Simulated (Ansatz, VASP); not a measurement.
Al4GeRu: VASP beside Ansatz

```
Al Ge Ru
1.0
     0.00000    3.63345    3.63345
     3.63345    0.00000    3.63345
     3.63345    3.63345    0.00000
Al Ge Ru
4 1 1
Direct
  0.37441 0.87678 0.37441
  0.37441 0.37441 0.87678
  0.87678 0.37441 0.37441
  0.37441 0.37441 0.37441
  0.75000 0.75000 0.75000
  0.00000 0.00000 0.00000
```

Change from the starting cell: species swapped into the GdInNi4 type (F-43m, No. 216).

Alike in both runs: functional PBE; k mesh 10 × 10 × 10; occupations gaussian, width 0.1 eV; no spin polarisation.

Ansatz relaxed the structure, and its values are those at the end. VASP's run is a single point on that final structure, the one shown.

|  | VASP | Ansatz |
| --- | --- | --- |
| version | VASP 6.6.1 | Ansatz 0.2.0 |
| potentials or method | VASP PAW PBE potentials, release 64 (Al, Ge_d, Ru_pv), cutoff 520 eV | scalar-relativistic, plane waves, PAW |
| valence electrons in the cell | 40 | 42 |

|  | VASP | Ansatz | Ansatz less VASP |
| --- | --- | --- | --- |
| gap on the k mesh at the Fermi level (eV) | none | none | - |
| pressure (GPa) | 0.0 | 0.0 | +0.01 |

A gap of «none» marks a metal or a gap that the smearing closes. VASP's potentials hold 40 valence electrons a cell and Ansatz's 42, so a difference there can come from the potentials and not from the codes.
